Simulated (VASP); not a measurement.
A run of VASP 6.6.1:

The input INCAR:

```
  PREC = Accurate
  ENCUT = 520
  EDIFF = 1E-6
  ISMEAR = 0
  SIGMA = 0.03
  LREAL = F
  LASPH = T
  NELM = 80
  ALGO = Normal
  ISIF = 2
  LWAVE = F
  LCHARG = F
  GGA = PE
  NBANDS = 54
```

The input KPOINTS:

```
regular mesh
0
Gamma
  10 10 10
```

Contents of POSCAR:

```
FeGe
1.0
    4.5034555237      0.0000000000      0.0000000000
    0.0000000000      4.5034555237      0.0000000000
    0.0000000000      0.0000000000      4.5034555237
Fe Ge
4 4
Direct
    0.1376104914      0.1376104914      0.1376104914
    0.3623895086      0.8623895086      0.6376104914
    0.6376104914      0.3623895086      0.8623895086
    0.8623895086      0.6376104914      0.3623895086
    0.8399988112      0.8399988112      0.8399988112
    0.6600011888      0.1600011888      0.3399988112
    0.3399988112      0.6600011888      0.1600011888
    0.1600011888      0.3399988112      0.6600011888
```

Potentials or basis: VASP PAW PBE potentials, release 64 (Fe, Ge_d).

Command:

```bash
$ cat potpaw_PBE.64/Fe/POTCAR potpaw_PBE.64/Ge_d/POTCAR > POTCAR
$ mpirun -np 1 vasp_std > vasp.out
```

Hardware: 1 thread of Intel(R) Xeon(R) 6975P-C (Granite Rapids), on a shared host.

Problem. How long does it take, and how much memory?

Solution. It took 2.6 min on 1 thread of Intel(R) Xeon(R) 6975P-C (Granite Rapids), on a shared host, peak memory 0.4 GiB. Counts: scf iterations 16, k points 76.
